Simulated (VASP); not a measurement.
# P3O2 (P-3m1) in VASP: a series of runs, part 2 of 2

VASP 6.6.1. The steps go on from the part before.

**5. Relaxation of cell and atoms, PBE**

Input file INCAR:

```
ALGO     = Normal         # electronic algorithm
EDIFF    = 1E-6           # SCF threshold, eV
EDIFFG   = -0.04          # ionic threshold
ENCUT    = 600            # plane-wave cutoff, eV
GGA      = PE             # functional
IBRION   = 2              # ionic algorithm
ISIF     = 3              # what is computed and relaxed
ISMEAR   = 0              # smearing method
LASPH    = True           # aspherical terms in the spheres
LCHARG   = False          # write CHGCAR
LREAL    = False          # projectors in reciprocal space
LWAVE    = False          # write WAVECAR
NELM     = 60             # most SCF steps
NSW      = 90             # ionic steps
PREC     = Accurate       # precision mode
SIGMA    = 0.1            # smearing width, eV
```

Input file KPOINTS:

```
k-points
0
Gamma
  6 6 4
```

Input file POSCAR:

```
P3O2
1.0
    3.6460123318      0.0000000000      0.0000000000
   -1.8230061659      3.1575393018      0.0000000000
    0.0000000000      0.0000000000      5.6726029426
P O
3 2
Direct
    0.0000000000      0.0000000000      0.0000000000
    0.3333333333      0.6666666667      0.6450000000
    0.6666666667      0.3333333333      0.3550000000
    0.3333333333      0.6666666667      0.2450000000
    0.6666666667      0.3333333333      0.7550000000
```

Run with:

```sh
> cat potpaw_PBE.64/P/POTCAR potpaw_PBE.64/O/POTCAR > POTCAR
> mpirun -np 1 vasp_std > vasp.out
```

Wall time 7.7 min (1 thread of Intel Xeon 6975P-C (Granite Rapids), shared host); peak memory 0.21 GiB.

Results (log left out):

| Item | Value |
| --- | --- |
| Free energy | -27.3324 eV |
| Relaxed volume | 13.44 Å³/atom |
| Relaxed cell | a = 3.111 Å, b = 3.111 Å, c = 8.018 Å, α = 90.00°, β = 90.00°, γ = 120.00° |
| Space group after relaxing (to 0.1 Å) | P-3m1 (No. 164) |
| Energy gained by relaxing | 1286.9 meV/atom |
| Ionic steps | 38 |
| Pressure after relaxing | -0.1 GPa |
| Largest force after relaxing | 0.031 eV/Å |
| Band gap on the k mesh | zero (an odd number of electrons rules out a gap without spin polarisation) |

Forces on the atoms (eV/Å):
```
P    0.000  0.000  0.000
P    0.000  0.000 -0.004
P    0.000  0.000  0.004
O    0.000  0.000 -0.031
O    0.000  0.000  0.031
```

Stress tensor (GPa, compression positive):
```
-0.26  0.00  0.00
 0.00 -0.26  0.00
 0.00  0.00  0.25
```

The path:
```tsv
step	energy change (eV)	largest force (eV/Å)	pressure (GPa)	volume (Å³)
1	0.0000	1.6268	5.14	65.31
2	-0.3342	1.7220	-3.35	69.35
3	-0.4358	1.4941	-8.56	72.70
4	-0.6265	1.4549	-9.45	72.63
5	-1.0712	0.7448	-10.52	72.41
6	-1.0685	0.9322	-7.89	71.88
7	-1.2251	0.4234	-10.00	72.16
8	-1.4828	0.8665	-4.59	67.60
9	-1.5425	1.1886	0.02	64.77
10	-1.5432	1.2315	0.67	64.42
11	-1.6357	1.4983	0.80	63.89
12	-2.0660	2.6681	1.41	62.31
13	-3.4655	3.5635	5.21	59.15
14	-2.4355	5.4771	46.91	52.88
15	-4.2167	1.8478	13.52	57.10
16	-4.2414	1.9587	19.39	56.11
17	-4.2656	1.9252	16.86	56.51
18	-4.2938	1.9227	17.25	56.53
19	-4.3309	1.9031	18.59	56.59
20	-4.3891	1.8739	17.52	56.91
21	-4.5512	1.7929	14.48	57.87
22	-4.8227	1.6460	9.04	59.81
23	-5.1769	1.4291	0.39	63.79
24	-5.3266	1.3276	-10.64	72.12
25	-5.3495	1.3085	-8.46	70.02
26	-5.5876	1.3300	-8.20	69.81
27	-6.1259	1.1892	-6.66	68.92
28	-6.1163	1.3178	0.30	66.06
29	-6.3182	0.8921	-4.79	68.04
30	-6.3606	0.6616	-3.46	67.52
31	-6.4038	0.3334	0.96	65.88
32	-6.4042	0.3047	1.28	65.74
33	-6.4173	0.2098	0.79	66.03
34	-6.4264	0.4141	-0.50	66.90
35	-6.4280	0.2900	-0.14	66.66
36	-6.4329	0.1003	0.29	66.76
37	-6.4335	0.0157	0.50	66.80
38	-6.4343	0.0305	-0.09	67.20
```

Final structure:
```yaml
crystal:
  lattice:
    - [3.11097, 0.00000, 0.00000]
    - [-1.55548, 2.69418, 0.00000]
    - [0.00000, 0.00000, 8.01781]
  atoms:
    - { symbol: P, position: [0.00000, 0.00000, 0.00000] }
    - { symbol: P, position: [0.33333, 0.66667, 0.57867] }
    - { symbol: P, position: [0.66667, 0.33333, 0.42133] }
    - { symbol: O, position: [0.33333, 0.66667, 0.10227] }
    - { symbol: O, position: [0.66667, 0.33333, 0.89773] }
```

Levels at points of the mesh, in eV from the Fermi level:
```tsv
k point	band 12	band 13	band 14	band 15	band 16	band 17
(0.00, 0.00, 0.00)	-0.10	-0.07	-0.07	0.74	3.84	3.84
(0.50, 0.00, 0.00)	-2.64	-2.18	-0.02	1.64	1.79	3.72
(0.00, 0.00, 0.50)	-0.24	-0.07	-0.07	0.82	3.95	4.05
(0.50, 0.00, 0.50)	-2.62	-2.43	0.16	1.62	2.50	3.10
```

Caveat: a cell axis changed by over 15 % at a fixed basis, so the end point is rough; an odd number of electrons without spin polarisation forces a metal; a magnetic or distorted state may lie lower.

**6. Relaxation of cell and atoms, PBE**

This run uses another cell than the first one, of 17.53 Å³/atom.

Input file INCAR:

```
PREC     = Accurate       # precision mode
ENCUT    = 600            # plane-wave cutoff, eV
EDIFF    = 1E-6           # SCF threshold, eV
ISMEAR   = 0              # smearing method
SIGMA    = 0.1            # smearing width, eV
LREAL    = False          # projectors in reciprocal space
LASPH    = True           # aspherical terms in the spheres
NELM     = 80             # most SCF steps
ALGO     = Normal         # electronic algorithm
ISIF     = 3              # what is computed and relaxed
LWAVE    = False          # write WAVECAR
LCHARG   = False          # write CHGCAR
GGA      = PE             # functional
IBRION   = 2              # ionic algorithm
NSW      = 100            # ionic steps
EDIFFG   = -0.01          # ionic threshold
```

Input file KPOINTS:

```
regular mesh
0
Gamma
  12 12 4
```

Input file POSCAR:

```
P3O2
1.0
    3.0535967321      0.0000000000      0.0000000000
   -1.5267983660      2.6444923429      0.0000000000
    0.0000000000      0.0000000000     10.8535465206
P O
3 2
Direct
    0.0000000000      0.0000000000      0.0000000000
    0.3333333333      0.6666666667      0.5599466768
    0.6666666667      0.3333333333      0.4400533232
    0.3333333333      0.6666666667      0.0813717439
    0.6666666667      0.3333333333      0.9186282561
```

Potentials or basis: VASP PAW PBE potentials, release 64 (P, O).

Run with:

```sh
> cat potpaw_PBE.64/P/POTCAR potpaw_PBE.64/O/POTCAR > POTCAR
> mpirun -np 1 vasp_std > vasp.out
```

OUTCAR:

```text
PREC = Accurate
   ENCUT = 600
   EDIFF = 1E-6
   ISMEAR = 0
   LREAL = False
   LASPH = True
   NELM = 80
   ISIF = 3
   GGA = PE
   IBRION = 2
   NSW = 100
   EDIFFG = -0.01

 ion  position               nearest neighbor table
   1  0.000  0.000  0.000-   4 1.97   5 1.97   4 1.97   5 1.97   5 1.97   4 1.97
   2  0.333  0.667  0.560-   3 2.19   3 2.19   3 2.19
   3  0.667  0.333  0.440-   2 2.19   2 2.19   2 2.19
   4  0.333  0.667  0.081-   1 1.97   1 1.97   1 1.97
   5  0.667  0.333  0.919-   1 1.97   1 1.97   1 1.97

  LATTYP: Found a hexagonal cell.
 ALAT       =     3.0535967321
 C/A-ratio  =     3.5543483547

  Lattice vectors:

 A1 = (   3.0535967321,   0.0000000000,   0.0000000000)
 A2 = (  -1.5267983660,   2.6444923429,   0.0000000000)
 A3 = (   0.0000000000,   0.0000000000,  10.8535465206)

Analysis of symmetry for initial positions (statically):
=====================================================================
 Subroutine PRICEL returns:
 Original cell was already a primitive cell.

 Routine SETGRP: Setting up the symmetry group for a
 hexagonal supercell.

 Subroutine GETGRP returns: Found 12 space group operations
 (whereof 12 operations were pure point group operations)
 out of a pool of 24 trial point group operations.

The static configuration has the point symmetry D_3d.

Analysis of symmetry for dynamics (positions and initial velocities):
=====================================================================
 Subroutine PRICEL returns:
 Original cell was already a primitive cell.

 Routine SETGRP: Setting up the symmetry group for a
 hexagonal supercell.

 Subroutine GETGRP returns: Found 12 space group operations
 (whereof 12 operations were pure point group operations)
 out of a pool of 24 trial point group operations.

The dynamic configuration has the point symmetry D_3d.

 Subroutine INISYM returns: Found 12 space group operations
 (whereof 12 operations are pure point group operations),
 and found     1 'primitive' translations

----------------------------------------------------------------------------------------

                                     Primitive cell

  volume of cell :      87.6447

  direct lattice vectors                    reciprocal lattice vectors
     3.053596732  0.000000000  0.000000000     0.327482666  0.189072206  0.000000000
    -1.526798366  2.644492343  0.000000000     0.000000000  0.378144411  0.000000000
     0.000000000  0.000000000 10.853546521     0.000000000  0.000000000  0.092135782

  length of vectors
     3.053596732  3.053596732 10.853546521     0.378144411  0.378144411  0.092135782

  position of ions in fractional coordinates (direct lattice)
     0.000000000  0.000000000  0.000000000
     0.333333333  0.666666667  0.559946677
     0.666666667  0.333333333  0.440053323
     0.333333333  0.666666667  0.081371744
     0.666666667  0.333333333  0.918628256

  ion indices of the primitive-cell ions
   primitive index   ion index
                 1           1
                 2           2
                 3           3
[... 36 lines left out ...]
  0.416667 -0.000000  0.000000      6.000000
[... 16 lines left out ...]
  0.166667  0.000000  0.250000      6.000000
  0.000000  0.166667  0.250000      6.000000
 [... further k-points ...]
   k-points           NKPTS =     69   k-points in BZ     NKDIM =     69   number of bands    NBANDS=     17
   number of dos      NEDOS =    301   number of ions     NIONS =      5
   total plane-waves  NPLWV =  51840
   dimension x,y,z NGX =    24 NGY =   24 NGZ =   90
   dimension x,y,z NGXF=    48 NGYF=   48 NGZF=  180
   ions per type =               3   2
   NGX,Y,Z   is equivalent  to a cutoff of  13.07, 13.07, 13.79 a.u.
   NGXF,Y,Z  is equivalent  to a cutoff of  26.13, 26.13, 27.57 a.u.
 SYSTEM =  unknown system
   PREC   = accura    normal or accurate (medium, high low for compatibility)
   ISTART =      0    job   : 0-new  1-cont  2-samecut
   ICHARG =      2    charge: 1-file 2-atom 10-const
   ISPIN  =      1    spin polarized calculation?
   LNONCOLLINEAR =      F non collinear calculations
   LSORBIT =      F    spin-orbit coupling
   LASPH  =      T    aspherical Exc in radial PAW
   ENCUT  =  600.0 eV  44.10 Ry    6.64 a.u.   6.10  6.10 21.68*2*pi/ulx,y,z
   NELM   =     80;   NELMIN=  2; NELMDL= -5     # of ELM steps
   EDIFF  = 0.1E-05   stopping-criterion for ELM
   LREAL  =      F    real-space projection
   EDIFFG = -.1E-01   stopping-criterion for IOM
   NSW    =    100    number of steps for IOM
   IBRION =      2    ionic relax: 0-MD 1-quasi-New 2-CG
   NFREE  =      1    steps in history (QN), initial steepest desc. (CG)
   ISIF   =      3    stress and relaxation
   ISYM   =      2    0-nonsym 1-usesym 2-fastsym
   POTIM  = 0.5000    time-step for ionic-motion
   TEBEG  =    0.0;   TEEND  =   0.0 temperature during run
   PSTRESS=    0.0 pullay stress
   NELECT =      27.0000    total number of electrons
   NUPDOWN=      -1.0000    fix difference up-down
   EMIN   =  10.00;   EMAX   =-10.00  energy-range for DOS
   EFERMI =   0.00;   METHOD = LEGACY
   ISMEAR =     0;   SIGMA  =   0.10  broadening in eV -4-tet -1-fermi 0-gaus
   EFERMI_NEDOS =   21; number of points for ismear=-14 and -15
   IALGO  =     38    algorithm
   IMIX   =      4    mixing-type and parameters
     AMIX     =   0.40;   BMIX     =  1.00
     AMIX_MAG =   1.60;   BMIX_MAG =  1.00
  volume/ion in A,a.u.               =      17.53       118.29
  Fermi-wavevector in a.u.,A,eV,Ry     =   1.105658  2.089391 16.632849  1.222480
  Thomas-Fermi vector in A             =   2.242148
   LORBIT       =      0    0 simple, 1 ext, 2 COOP (PROOUT), +10 PAW based schemes
   GGA     = PE    functional components
   LHFCALC =     F    Hartree Fock is set to
   AEXX    =    0.0000 exact exchange contribution
   IVDW    =     0    specifies the selected vdW correction
   LEPSILON=     F    determine dielectric tensor
   LRPA    =     F    only Hartree local field effects (RPA)
 conjugate gradient relaxation of ions
 non-spin polarized calculation
 Gauss-broadening in eV      SIGMA  =   0.10
  energy-cutoff  :      600.00
  volume of cell :       87.64
 maximum number of plane-waves:      2958
   NGX = 13   NGY = 13   NGZ = 43

--------------------------------------- Ionic step        1  -------------------------------------------

 number of electron      27.0000006 magnetization

 Free energy of the ion-electron system (eV)
  ---------------------------------------------------
  ext. energy  EPLUGINS =         0.00000000
  ---------------------------------------------------
  free energy    TOTEN  =       -27.98488893 eV

  energy without entropy =      -27.96891330  energy(sigma->0) =      -27.97690111

------------------------ aborting loop because EDIFF is reached ----------------------------------------

  FORCE on cell =-STRESS in cart. coord.  units (eV):
  Direction    XX          YY          ZZ          XY          YZ          ZX
  --------------------------------------------------------------------------------------
  -------------------------------------------------------------------------------------
  Total       -0.1073549     -0.1073549     -0.1925867     -0.0000000     -0.0000000     -0.0000000
  in kB       -1.9624868     -1.9624868     -3.5205563     -0.0000000     -0.0000000     -0.0000000
  external PRESSURE =      -2.4818433 kB  Pullay stress =       0.0000000 kB
[... 221 lines left out ...]
--------------------------------------- Ionic step        7  -------------------------------------------

 number of electron      27.0000007 magnetization

 Free energy of the ion-electron system (eV)
  ---------------------------------------------------
  ext. energy  EPLUGINS =         0.00000000
  ---------------------------------------------------
  free energy    TOTEN  =       -27.98573658 eV

  energy without entropy =      -27.97025329  energy(sigma->0) =      -27.97799493

 E-fermi :   3.8613     XC(G=0):  -8.7638

 val. band max:        3.8383008564   @ k =   0.1667   0.1667   0.0000
 cond. band min:       3.8795134575   @ k =   0.4167   0.0833   0.0000
 fundamental gap:      0.0412126011
 Fermi energy:         3.8613201686

 k-point     1 :       0.0000    0.0000    0.0000
  band No.  band energies     occupation
      1     -18.7070      2.00000
      2     -15.3768      2.00000
      3     -12.1646      2.00000
      4      -4.3314      2.00000
      5      -3.9794      2.00000
      6      -1.4087      2.00000
[... 457 lines left out ...]
      4      -5.1389      2.00000
      5      -3.8816      2.00000
      6      -2.9590      2.00000
[... 9 lines left out ...]
     16       6.7467      0.00000
     17       7.6915      0.00000

 [... further k-points ...]

------------------------ aborting loop because EDIFF is reached ----------------------------------------

  FORCE on cell =-STRESS in cart. coord.  units (eV):
  Direction    XX          YY          ZZ          XY          YZ          ZX
  --------------------------------------------------------------------------------------
  -------------------------------------------------------------------------------------
  Total       -0.0107005     -0.0107005      0.0099946     -0.0000000      0.0000000     -0.0000000
  in kB       -0.1957290     -0.1957290      0.1828169     -0.0000000      0.0000000     -0.0000000
  external PRESSURE =      -0.0695470 kB  Pullay stress =       0.0000000 kB
[... 20 lines left out ...]
  FREE ENERGIE OF THE ION-ELECTRON SYSTEM (eV)
  ---------------------------------------------------
  free  energy   TOTEN  =       -27.9857365773 eV

  energy  without entropy=      -27.9702532856  energy(sigma->0) =      -27.97799493

 reached required accuracy - stopping structural energy minimisation
```

Wall time 2.1 min (1 thread of Intel Xeon 6975P-C (Granite Rapids), shared host); peak memory 0.28 GiB.

What came out:

```yaml
Free_energy: -27.9857 eV
Relaxed_volume: 17.52 Å³/atom
Relaxed_cell: a = 3.056 Å, b = 3.056 Å, c = 10.830 Å, α = 90.00°, β = 90.00°, γ = 120.00°
Space_group_after_relaxing_to_0.1_Å: P-3m1 (No. 164)
Energy_gained_by_relaxing: 0.2 meV/atom
Ionic_steps: 7
Pressure_after_relaxing: 0.0 GPa
Largest_force_after_relaxing: 0.004 eV/Å
Band_gap_on_the_k_mesh: zero (an odd number of electrons rules out a gap without spin polarisation)
```

Forces in eV/Å, atoms in the order of the input:
```
P    0.000  0.000  0.000
P    0.000  0.000  0.001
P    0.000  0.000 -0.001
O    0.000  0.000 -0.004
O    0.000  0.000  0.004
```

The path:
```csv
step,energy change (eV),largest force (eV/Å),pressure (GPa),volume (Å³)
1,0.0000,0.0867,-0.25,87.64
2,-0.0003,0.0804,0.29,87.30
3,-0.0005,0.0399,0.11,87.42
4,-0.0008,0.0124,0.08,87.47
5,-0.0008,0.0267,0.06,87.50
6,-0.0008,0.0219,0.06,87.49
7,-0.0008,0.0039,-0.01,87.59
```

Final structure:
```
CELL_PARAMETERS angstrom
3.05596 0.00000 0.00000
-1.52798 2.64654 0.00000
0.00000 0.00000 10.83014
ATOMIC_POSITIONS crystal
P 0.00000 0.00000 0.00000
P 0.33333 0.66667 0.55989
P 0.66667 0.33333 0.44011
O 0.33333 0.66667 0.08064
O 0.66667 0.33333 0.91936
```

Caveat: this functional lacks dispersion, which binds the layers, so the pressure and a relaxed spacing across them are unreliable; an odd number of electrons without spin polarisation forces a metal; a magnetic or distorted state may lie lower.

**7. Summary**

| task | cell | k mesh | cutoff (eV) | gap on the mesh (eV) | pressure (GPa) | relaxed volume (Å³/atom) | largest force (eV/Å) |
| --- | --- | --- | --- | --- | --- | --- | --- |
| single point | a = 3.646, b = 3.646, c = 5.673 Å, angles 90.0, 90.0, 120.0°, 5 atoms, atomic positions A | 6 × 6 × 4 | 520 | none | 5.2 | - | 1.63 |
| single point | a = 3.054, b = 3.054, c = 10.854 Å, angles 90.0, 90.0, 120.0°, 5 atoms, atomic positions B | 6 × 6 × 4 | 520 | none | -0.1 | - | 0.06 |
| single point | a = 3.057, b = 3.057, c = 11.402 Å, angles 90.0, 90.0, 120.0°, 5 atoms, atomic positions C | 12 × 12 × 4 | 520 | none | -0.2 | - | 0.10 |
| relaxation of cell and atoms | relaxed from a = 3.646, b = 3.646, c = 5.673 Å, angles 90.0, 90.0, 120.0°, 5 atoms, atomic positions A | 6 × 6 × 4 | 600 | none | -0.1 | 13.44 | 0.03 |
| relaxation of cell and atoms | relaxed from a = 3.054, b = 3.054, c = 10.854 Å, angles 90.0, 90.0, 120.0°, 5 atoms, atomic positions B | 12 × 12 × 4 | 600 | none | 0.0 | 17.52 | - |

Alike in all rows: level PBE; potentials or basis VASP PAW PBE potentials, release 64 (P, O); no spin polarisation; smearing gaussian 0.1 eV.

Caveats: some runs use coarse meshes; an odd number of electrons without spin polarisation forces a metal; a magnetic or distorted state may lie lower; this functional lacks dispersion, which binds the layers, so the pressure and a relaxed spacing across them are unreliable (at least some runs); the cell stands under pressure (at least some runs); a cell axis changed by over 15 % at a fixed basis, so the end point is rough (at least some runs).

Total energies depend on the potentials used, so only differences within one code and one set of settings carry meaning.
